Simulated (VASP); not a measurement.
Crystal: TiTe2.

```
Te Ti
1.0
     3.85108    0.00000    0.00000
    -1.92554    3.33513    0.00000
     0.00000    0.00000    6.62544
Te Ti
2 1
Direct
  0.33333 0.66667 0.73720
  0.66667 0.33333 0.26280
  0.00000 0.00000 0.00000
```

Program: VASP 6.6.1. Alike in all runs: task single point; no spin polarisation; cell as given; k mesh 8 × 8 × 4; cutoff (eV) 520; smearing fermi-dirac 0.05 eV.

Q: Order these runs on this cell by their pressure, lowest first.
A. level PBEsol; potentials or basis VASP PAW PBE potentials, release 64 (Te, Ti_sv)
B. level LDA; potentials or basis VASP PAW LDA potentials, release 64 (Te, Ti_sv)
C. level r2SCAN; potentials or basis VASP PAW PBE potentials, release 64 (Te, Ti_sv)

A: B (-6.9 GPa), A (-5.3 GPa), C (-2.6 GPa).

Caveats: the PAW data sets were made with another functional, which shifts forces and pressure a little (some runs); this functional lacks dispersion, which binds the layers, so the pressure and a relaxed spacing across them are unreliable (some runs).
